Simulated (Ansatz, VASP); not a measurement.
## Two plane-wave programs on BaRe

```
CELL_PARAMETERS angstrom
3.84353 0.00000 0.00000
0.00000 3.84353 0.00000
0.00000 0.00000 3.84353
ATOMIC_POSITIONS crystal
Ba 0.00000 0.00000 0.00000
Re 0.50000 0.50000 0.50000
```

Alike in both runs: task single point; functional PBE; k mesh 8 × 8 × 8; occupations gaussian, width 0.05 eV; no spin polarisation.

|  | VASP | Ansatz |
| --- | --- | --- |
| version | VASP 6.6.1 | Ansatz 0.2.0 |
| potentials or method | VASP PAW PBE potentials, release 64 (Ba_sv, Re_sv_GW), cutoff 560 eV | scalar-relativistic, plane waves, PAW |
| valence electrons in the cell | 25 | 25 |

VASP gave:

* gap on the k mesh at the Fermi level (eV): none
* pressure (GPa): -2.9

**Question.** Which values does Ansatz return?

**Answer.** gap on the k mesh at the Fermi level (eV): none; pressure (GPa): -3.7.

A gap of «none» marks a metal or a gap that the smearing closes.

Neither program's run includes spin-orbit coupling.
